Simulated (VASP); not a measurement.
# Cu (I4/mmm) in VASP: notebook, part 2 of 2

VASP 6.6.1. The steps go on from the part before.

## 3. Single point, PBEsol (equal strain along all axes, cell held: -1.0 %)

Contents of INCAR:

```
SYSTEM = Cu
PREC = Accurate
ENCUT = 520
EDIFF = 1E-7
ISMEAR = 0
SIGMA = 0.1
LREAL = .False.
LASPH = .True.
NELM = 80
ALGO = Fast
ISIF = 2
LWAVE = .False.
LCHARG = .False.
GGA = PS
NBANDS = 18
```

Contents of KPOINTS:

```
regular mesh
0
Gamma
  18 18 20
  0 0 0
```

Contents of POSCAR:

```
Cu
1.0
    2.8612816151      0.0000000000      0.0000000000
    0.0000000000      2.8612816151      0.0000000000
    0.0000000000      0.0000000000      2.6928142688
Cu
2
Direct
    0.0000000000      0.0000000000      0.0000000000
    0.5000000000      0.5000000000      0.5000000000
```

Potentials or basis: VASP PAW PBE potentials, release 64 (Cu).

Command:

```console
cat potpaw_PBE.64/Cu/POTCAR > POTCAR
mpirun -np 1 vasp_std > vasp.out
```

OUTCAR:

```text
SYSTEM = Cu
   PREC = Accurate
   ENCUT = 520
   EDIFF = 1E-7
   ISMEAR = 0
   LREAL = .False.
   LASPH = .True.
   NELM = 80
   ISIF = 2
   GGA = PS

 ion  position               nearest neighbor table
   1  0.000  0.000  0.000-   2 2.43   2 2.43   2 2.43   2 2.43   2 2.43   2 2.43   2 2.43   2 2.43

   2  0.500  0.500  0.500-   1 2.43   1 2.43   1 2.43   1 2.43   1 2.43   1 2.43   1 2.43   1 2.43

  LATTYP: Found a simple tetragonal cell.
 ALAT       =     2.8612816151
 C/A-ratio  =     0.9411217178

  Lattice vectors:

 A1 = (   2.8612816151,   0.0000000000,   0.0000000000)
 A2 = (   0.0000000000,   2.8612816151,   0.0000000000)
 A3 = (   0.0000000000,   0.0000000000,   2.6928142688)

Analysis of symmetry for initial positions (statically):
=====================================================================
 Subroutine PRICEL returns following result:

  LATTYP: Found a body centered tetragonal cell.
 ALAT       =     2.8612816151
 C/A-ratio  =     0.9411217178

  Lattice vectors:

 A1 = (  -1.4306408075,  -1.4306408075,  -1.3464071344)
 A2 = (   1.4306408075,   1.4306408075,  -1.3464071344)
 A3 = (   1.4306408075,  -1.4306408076,   1.3464071344)

   2 primitive cells build up your supercell.

 Routine SETGRP: Setting up the symmetry group for a
 simple tetragonal supercell.

 Subroutine GETGRP returns: Found 16 space group operations
 (whereof 16 operations were pure point group operations)
 out of a pool of 16 trial point group operations.

The static configuration has the point symmetry D_4h.

Analysis of symmetry for dynamics (positions and initial velocities):
=====================================================================
 Subroutine PRICEL returns following result:

  LATTYP: Found a body centered tetragonal cell.
 ALAT       =     2.8612816151
 C/A-ratio  =     0.9411217178

  Lattice vectors:

 A1 = (  -1.4306408075,  -1.4306408075,  -1.3464071344)
 A2 = (   1.4306408075,   1.4306408075,  -1.3464071344)
 A3 = (   1.4306408075,  -1.4306408076,   1.3464071344)

   2 primitive cells build up your supercell.

 Routine SETGRP: Setting up the symmetry group for a
 simple tetragonal supercell.

 Subroutine GETGRP returns: Found 16 space group operations
 (whereof 16 operations were pure point group operations)
 out of a pool of 16 trial point group operations.

The dynamic configuration has the point symmetry D_4h.

 Subroutine INISYM returns: Found 16 space group operations
 (whereof 16 operations are pure point group operations),
 and found     2 'primitive' translations

----------------------------------------------------------------------------------------

                                     Primitive cell

  volume of cell :      11.0229

  direct lattice vectors                    reciprocal lattice vectors
    -1.430640808 -1.430640808 -1.346407134    -0.000000000 -0.349493736 -0.371358698
     1.430640808  1.430640808 -1.346407134     0.349493736  0.000000000 -0.371358698
     1.430640808 -1.430640808  1.346407134     0.349493736 -0.349493736  0.000000000

  length of vectors
     2.430283607  2.430283607  2.430283607     0.509954070  0.509954070  0.494258781

  position of ions in fractional coordinates (direct lattice)
     0.000000000  0.000000000  0.000000000

  ion indices of the primitive-cell ions
   primitive index   ion index
[... 25 lines left out ...]

 Found    605 irreducible k-points:

 Following reciprocal coordinates:
            Coordinates               Weight
  0.000000  0.000000  0.000000      1.000000
  0.055556  0.000000  0.000000      4.000000
  0.111111  0.000000  0.000000      4.000000
  0.166667  0.000000  0.000000      4.000000
  0.222222  0.000000  0.000000      4.000000
  0.277778  0.000000  0.000000      4.000000
[... 16 lines left out ...]
  0.277778  0.111111  0.000000      8.000000
  0.333333  0.111111  0.000000      8.000000
 [... further k-points ...]
   k-points           NKPTS =    605   k-points in BZ     NKDIM =    605   number of bands    NBANDS=     18
   number of dos      NEDOS =    301   number of ions     NIONS =      2
   total plane-waves  NPLWV =  11520
   dimension x,y,z NGX =    24 NGY =   24 NGZ =   20
   dimension x,y,z NGXF=    48 NGYF=   48 NGZF=   40
   ions per type =               2
   NGX,Y,Z   is equivalent  to a cutoff of  13.94, 13.94, 12.35 a.u.
   NGXF,Y,Z  is equivalent  to a cutoff of  27.89, 27.89, 24.69 a.u.
 SYSTEM =  Cu
   PREC   = accura    normal or accurate (medium, high low for compatibility)
   ISTART =      0    job   : 0-new  1-cont  2-samecut
   ICHARG =      2    charge: 1-file 2-atom 10-const
   ISPIN  =      1    spin polarized calculation?
   LNONCOLLINEAR =      F non collinear calculations
   LSORBIT =      F    spin-orbit coupling
   LASPH  =      T    aspherical Exc in radial PAW
   ENCUT  =  520.0 eV  38.22 Ry    6.18 a.u.   5.32  5.32  5.01*2*pi/ulx,y,z
   NELM   =     80;   NELMIN=  2; NELMDL= -5     # of ELM steps
   EDIFF  = 0.1E-06   stopping-criterion for ELM
   LREAL  =      F    real-space projection
   EDIFFG = 0.1E-05   stopping-criterion for IOM
   NSW    =      0    number of steps for IOM
   IBRION =     -1    ionic relax: 0-MD 1-quasi-New 2-CG
   NFREE  =      0    steps in history (QN), initial steepest desc. (CG)
   ISIF   =      2    stress and relaxation
   ISYM   =      2    0-nonsym 1-usesym 2-fastsym
   POTIM  = 0.5000    time-step for ionic-motion
   TEBEG  =    0.0;   TEEND  =   0.0 temperature during run
   PSTRESS=    0.0 pullay stress
   NELECT =      22.0000    total number of electrons
   NUPDOWN=      -1.0000    fix difference up-down
   EMIN   =  10.00;   EMAX   =-10.00  energy-range for DOS
   EFERMI =   0.00;   METHOD = LEGACY
   ISMEAR =     0;   SIGMA  =   0.10  broadening in eV -4-tet -1-fermi 0-gaus
   EFERMI_NEDOS =   21; number of points for ismear=-14 and -15
   IALGO  =     68    algorithm
   IMIX   =      4    mixing-type and parameters
     AMIX     =   0.40;   BMIX     =  1.00
     AMIX_MAG =   1.60;   BMIX_MAG =  1.00
  volume/ion in A,a.u.               =      11.02        74.39
  Fermi-wavevector in a.u.,A,eV,Ry     =   1.635962  3.091520 36.414243  2.676371
  Thomas-Fermi vector in A             =   2.727348
   LORBIT       =      0    0 simple, 1 ext, 2 COOP (PROOUT), +10 PAW based schemes
   GGA     = PS    functional components
   LHFCALC =     F    Hartree Fock is set to
   AEXX    =    0.0000 exact exchange contribution
   IVDW    =     0    specifies the selected vdW correction
   LEPSILON=     F    determine dielectric tensor
   LRPA    =     F    only Hartree local field effects (RPA)
 non-spin polarized calculation
 RMM-DIIS sequential band-by-band and
 Gauss-broadening in eV      SIGMA  =   0.10
  energy-cutoff  :      520.00
  volume of cell :       22.05
 maximum number of plane-waves:       614
 NGX is ok and might be reduce to    24
   NGX = 11   NGY = 11   NGZ = 11

 number of electron      21.9999994 magnetization

 Free energy of the ion-electron system (eV)
  ---------------------------------------------------
  ext. energy  EPLUGINS =         0.00000000
  ---------------------------------------------------
  free energy    TOTEN  =        -8.52895951 eV

  energy without entropy =       -8.52621806  energy(sigma->0) =       -8.52758878

 E-fermi :   8.2865     XC(G=0): -13.3165

 val. band max:        8.2775891923   @ k =   0.4444   0.0556   0.3000
 cond. band min:       8.2911791513   @ k =   0.4444   0.0000   0.3500
 fundamental gap:      0.0135899590
 Fermi energy:         8.2864891105

 k-point     1 :       0.0000    0.0000    0.0000
  band No.  band energies     occupation
      1      -1.6388      2.00000
      2       3.2110      2.00000
      3       3.2741      2.00000
      4       4.7866      2.00000
      5       5.0563      2.00000
      6       5.0563      2.00000
[... 481 lines left out ...]
      5       4.9570      2.00000
      6       5.4621      2.00000
[... 10 lines left out ...]
     17      26.5015      0.00000
     18      29.0730      0.00000

 [... further k-points ...]

------------------------ aborting loop because EDIFF is reached ----------------------------------------

  FORCE on cell =-STRESS in cart. coord.  units (eV):
  Direction    XX          YY          ZZ          XY          YZ          ZX
  --------------------------------------------------------------------------------------
  -------------------------------------------------------------------------------------
  Total        0.8683491      0.8683491      0.8656414      0.0000000      0.0000000     -0.0000000
  in kB       63.1069692     63.1069692     62.9101902      0.0000000      0.0000000     -0.0000000
  external PRESSURE =      63.0413762 kB  Pullay stress =       0.0000000 kB

 VOLUME and BASIS-vectors are now :
 -----------------------------------------------------------------------------
  energy-cutoff  :      520.00
  volume of cell :       22.05
      direct lattice vectors                 reciprocal lattice vectors
     2.861281615  0.000000000  0.000000000     0.349493736  0.000000000  0.000000000
     0.000000000  2.861281615  0.000000000     0.000000000  0.349493736  0.000000000
     0.000000000  0.000000000  2.692814269     0.000000000  0.000000000  0.371358698

 POSITION                                       TOTAL-FORCE (eV/Angst)
 -----------------------------------------------------------------------------------
      0.00000      0.00000      0.00000        -0.000000      0.000000     -0.000000
      1.43064      1.43064      1.34641         0.000000     -0.000000      0.000000
 -----------------------------------------------------------------------------------
    total drift:                                0.000000      0.000000     -0.000000

  FREE ENERGIE OF THE ION-ELECTRON SYSTEM (eV)
  ---------------------------------------------------
  free  energy   TOTEN  =        -8.5289595065 eV

  energy  without entropy=       -8.5262180627  energy(sigma->0) =       -8.52758878
```

OSZICAR:

```text
N       E                     dE             d eps       ncg     rms          rms(c)
DAV:   1     0.120090817930E+03    0.12009E+03   -0.10692E+04 24252   0.223E+03
DAV:   2    -0.434619104902E+01   -0.12444E+03   -0.11805E+03 21826   0.291E+02
DAV:   3    -0.106520233828E+02   -0.63058E+01   -0.61172E+01 23848   0.878E+01
DAV:   4    -0.107217598880E+02   -0.69737E-01   -0.69684E-01 25276   0.991E+00
DAV:   5    -0.107226808382E+02   -0.92095E-03   -0.92092E-03 25930   0.991E-01    0.118E+01
RMM:   6    -0.920278475116E+01    0.15199E+01   -0.11865E+01 25505   0.609E+01    0.608E+00
RMM:   7    -0.856082703442E+01    0.64196E+00   -0.20191E+00 25200   0.258E+01    0.159E+00
RMM:   8    -0.853256157789E+01    0.28265E-01   -0.86409E-02 26090   0.267E+00    0.492E-01
RMM:   9    -0.852852209209E+01    0.40395E-02   -0.23553E-02 26042   0.289E+00    0.728E-02
RMM:  10    -0.852895245424E+01   -0.43036E-03   -0.38479E-03 27384   0.574E-01    0.144E-02
RMM:  11    -0.852896727773E+01   -0.14823E-04   -0.51736E-04 26737   0.380E-01    0.411E-02
RMM:  12    -0.852895478737E+01    0.12490E-04   -0.14863E-04 28199   0.154E-01    0.821E-03
RMM:  13    -0.852896006926E+01   -0.52819E-05   -0.47447E-05 27823   0.617E-02    0.804E-03
RMM:  14    -0.852896029061E+01   -0.22136E-06   -0.47713E-06 26297   0.206E-02    0.830E-03
RMM:  15    -0.852895973733E+01    0.55329E-06   -0.13915E-06 22245   0.119E-02    0.404E-03
RMM:  16    -0.852895953712E+01    0.20020E-06   -0.28701E-07 17240   0.822E-03    0.195E-03
RMM:  17    -0.852895950649E+01    0.30634E-07   -0.76227E-08 13460   0.303E-03
   1 F= -.85289595E+01 E0= -.85275888E+01  d E =-.274144E-02
```

It took 1.9 min on 1 thread of Intel Xeon Platinum 8488C (Sapphire Rapids), shared host; peak memory 0.29 GiB.

Results:

```yaml
Free_energy: -8.5290 eV
Pressure: 6.3 GPa
Band_gap_on_the_k_mesh: zero (bands 11 and 12 overlap by 7.98 eV)
```

Caveat: the cell differs from its parent crystal (equal strain along all axes, cell held: -1.0 %); the cell stands under pressure; the PAW data sets were made with another functional, which shifts forces and pressure a little.

## 4. Single point, PBEsol

This run uses another cell than the first one, of 11.36 Å³/atom.

Contents of INCAR:

```
SYSTEM = Cu
PREC = Accurate
ENCUT = 520
EDIFF = 1E-6
ISMEAR = 0
SIGMA = 0.1
LREAL = .FALSE.
LASPH = .TRUE.
NELM = 80
ALGO = Fast
ISIF = 2
LWAVE = .FALSE.
LCHARG = .TRUE.
GGA = PS
LELF = .TRUE.
LVHAR = .TRUE.
NBANDS = 18
```

Contents of KPOINTS:

```
regular mesh
0
G
  18 18 20
  0 0 0
```

Contents of POSCAR:

```
Cu
1.0
    2.8901834496      0.0000000000      0.0000000000
    0.0000000000      2.8901834496      0.0000000000
    0.0000000000      0.0000000000      2.7200144129
Cu
2
Direct
    0.0000000000      0.0000000000      0.0000000000
    0.5000000000      0.5000000000      0.5000000000
```

Command:

```console
cat potpaw_PBE.64/Cu/POTCAR > POTCAR
mpirun -np 1 vasp_std > vasp.out
```

It took 96 s on 1 thread of Intel Xeon Platinum 8488C (Sapphire Rapids), shared host; peak memory 0.3 GiB.

The run converged. Its results:

| Item | Value |
| --- | --- |
| Free energy | -8.5436 eV |
| Pressure | 1.5 GPa |
| Band gap on the k mesh | zero (bands 11 and 12 overlap by 7.84 eV) |

Stress tensor (GPa, compression positive):
```
1.60 0.00 0.00
0.00 1.60 0.00
0.00 0.00 1.44
```

Levels at points of the mesh, in eV from the Fermi level:
```tsv
k point	band 9	band 10	band 11	band 12	band 13	band 14
(0.00, 0.00, 0.00)	-1.57	-1.57	-1.51	7.57	7.57	9.95
(0.50, 0.00, 0.00)	-2.36	-2.36	-1.48	-1.48	13.99	13.99
(0.50, 0.50, 0.00)	-1.40	-1.40	-1.03	-1.03	4.11	4.11
(0.00, 0.00, 0.50)	-2.44	-2.44	-0.98	-0.98	14.67	14.67
(0.50, 0.00, 0.50)	-1.37	-1.37	-0.55	-0.55	4.79	4.79
(0.50, 0.50, 0.50)	-1.94	-1.94	6.36	6.36	6.79	6.79
```

Caveat: the PAW data sets were made with another functional, which shifts forces and pressure a little.

## 5. Single point, PBEsol (equal strain along all axes, cell held: +1.0 %)

Contents of INCAR:

```
PREC = Accurate
ENCUT = 520
EDIFF = 1E-7
ISMEAR = 0
SIGMA = 0.1
LREAL = False
LASPH = True
NELM = 80
ALGO = Fast
ISIF = 2
LWAVE = False
LCHARG = False
GGA = PS
NBANDS = 18
```

Contents of KPOINTS:

```
regular mesh
0
Gamma
  18 18 20
```

Contents of POSCAR:

```
Cu
1.0
    2.9190852841      0.0000000000      0.0000000000
    0.0000000000      2.9190852841      0.0000000000
    0.0000000000      0.0000000000      2.7472145570
Cu
2
Direct
    0.0000000000      0.0000000000      0.0000000000
    0.5000000000      0.5000000000      0.5000000000
```

Command:

```console
cat potpaw_PBE.64/Cu/POTCAR > POTCAR
mpirun -np 1 vasp_std > vasp.out
```

It took 1.8 min on 1 thread of Intel Xeon Platinum 8488C (Sapphire Rapids), shared host; peak memory 0.3 GiB.

The run converged. Its results:

| Quantity | Value |
| --- | --- |
| Free energy | -8.5370 eV |
| Pressure | -3.9 GPa |
| Band gap on the k mesh | zero (bands 11 and 12 overlap by 7.70 eV) |

Stress tensor (GPa, compression positive):
```
-3.77  0.00  0.00
 0.00 -3.77  0.00
 0.00  0.00 -4.02
```

Levels at points of the mesh, in eV from the Fermi level:
| k point | band 7 | band 8 | band 9 | band 10 | band 11 | band 12 | band 13 | band 14 | band 15 | band 16 |
| --- | --- | --- | --- | --- | --- | --- | --- | --- | --- | --- |
| (0.00, 0.00, 0.00) | -2.24 | -1.98 | -1.54 | -1.54 | -1.48 | 7.45 | 7.45 | 9.79 | 13.07 | 13.72 |
| (0.50, 0.00, 0.00) | -2.68 | -2.68 | -2.29 | -2.29 | -1.45 | -1.45 | 13.72 | 13.72 | 15.87 | 15.87 |
| (0.50, 0.50, 0.00) | -2.05 | -2.05 | -1.38 | -1.38 | -0.94 | -0.94 | 3.96 | 3.96 | 18.66 | 18.66 |
| (0.00, 0.00, 0.50) | -2.91 | -2.91 | -2.37 | -2.37 | -0.98 | -0.98 | 14.38 | 14.38 | 14.38 | 14.38 |
| (0.50, 0.00, 0.50) | -1.87 | -1.87 | -1.35 | -1.35 | -0.47 | -0.47 | 4.62 | 4.62 | 17.05 | 17.05 |
| (0.50, 0.50, 0.50) | -2.01 | -2.01 | -1.90 | -1.90 | 6.24 | 6.24 | 6.67 | 6.67 | 6.67 | 6.67 |

Caveat: the cell differs from its parent crystal (equal strain along all axes, cell held: +1.0 %); the cell stands under tension; the PAW data sets were made with another functional, which shifts forces and pressure a little.

## 6. Single point, PBEsol (equal strain along all axes, cell held: +2.0 %)

Contents of INCAR:

```
SYSTEM = Cu
ALGO     = Fast           ! electronic algorithm
EDIFF    = 1E-7           ! SCF threshold, eV
ENCUT    = 520            ! plane-wave cutoff, eV
GGA      = PS             ! functional
ISIF     = 2              ! what is computed and relaxed
ISMEAR   = 0              ! smearing method
LASPH    = .True.         ! aspherical terms in the spheres
LCHARG   = .False.        ! write CHGCAR
LREAL    = .False.        ! projectors in reciprocal space
LWAVE    = .False.        ! write WAVECAR
NBANDS   = 18             ! bands
NELM     = 60             ! most SCF steps
PREC     = Accurate       ! precision mode
SIGMA    = 0.1            ! smearing width, eV
```

Contents of KPOINTS:

```
k-points
0
Gamma
  18 18 20
  0 0 0
```

Contents of POSCAR:

```
Cu
1.0
    2.9479871186      0.0000000000      0.0000000000
    0.0000000000      2.9479871186      0.0000000000
    0.0000000000      0.0000000000      2.7744147012
Cu
2
Direct
    0.0000000000      0.0000000000      0.0000000000
    0.5000000000      0.5000000000      0.5000000000
```

Potentials or basis: VASP PAW PBE potentials, release 64 (Cu).

Command:

```console
cat potpaw_PBE.64/Cu/POTCAR > POTCAR
mpirun -np 1 vasp_std > vasp.out
```

It took 2 min on 1 thread of Intel Xeon Platinum 8488C (Sapphire Rapids), shared host; peak memory 0.31 GiB.

It converged, with:

```yaml
Free_energy: -8.5118 eV
Pressure: -7.8 GPa
Band_gap_on_the_k_mesh: zero (bands 11 and 12 overlap by 7.56 eV)
```

Stress tensor (GPa, compression positive):
```
-7.69  0.00  0.00
 0.00 -7.69  0.00
 0.00  0.00 -8.03
```

Levels at points of the mesh, in eV from the Fermi level:
| k point | band 9 | band 10 | band 11 | band 12 | band 13 | band 14 |
| --- | --- | --- | --- | --- | --- | --- |
| (0.00, 0.00, 0.00) | -1.52 | -1.52 | -1.46 | 7.34 | 7.34 | 9.63 |
| (0.50, 0.00, 0.00) | -2.23 | -2.23 | -1.43 | -1.43 | 13.45 | 13.45 |
| (0.50, 0.50, 0.00) | -1.36 | -1.36 | -0.85 | -0.85 | 3.81 | 3.81 |
| (0.00, 0.00, 0.50) | -2.31 | -2.31 | -0.97 | -0.97 | 14.09 | 14.09 |
| (0.50, 0.00, 0.50) | -1.33 | -1.33 | -0.40 | -0.40 | 4.46 | 4.46 |
| (0.50, 0.50, 0.50) | -1.86 | -1.86 | 6.14 | 6.14 | 6.55 | 6.55 |

Caveat: the cell differs from its parent crystal (equal strain along all axes, cell held: +2.0 %); the cell stands under tension; the PAW data sets were made with another functional, which shifts forces and pressure a little.

## 7. The runs side by side

```csv
cell,further INCAR settings,gap on the mesh (eV),pressure (GPa)
"a = 2.832, b = 2.832, c = 2.666 Å, 2 atoms",ALGO = Fast; EDIFF = 1e-06; NBANDS = 18,none,13.0
"a = 2.861, b = 2.861, c = 2.693 Å, 2 atoms",ALGO = Fast; EDIFF = 1e-07; NBANDS = 18,none,6.3
"a = 2.890, b = 2.890, c = 2.720 Å, 2 atoms",ALGO = Fast; EDIFF = 1e-06; NBANDS = 18,none,1.5
"a = 2.919, b = 2.919, c = 2.747 Å, 2 atoms",ALGO = Fast; EDIFF = 1e-07; NBANDS = 18,none,-3.9
"a = 2.948, b = 2.948, c = 2.774 Å, 2 atoms",ALGO = Fast; EDIFF = 1e-07; NBANDS = 18,none,-7.8
```

Alike in all rows: task single point; level PBEsol; potentials or basis VASP PAW PBE potentials, release 64 (Cu); no spin polarisation; k mesh 18 × 18 × 20; cutoff (eV) 520; smearing gaussian 0.1 eV.

Caveats: the PAW data sets were made with another functional, which shifts forces and pressure a little; the cell stands under pressure (at least some runs); the cell stands under tension (at least some runs).

Absolute energies hang on the potentials; compare differences alone.
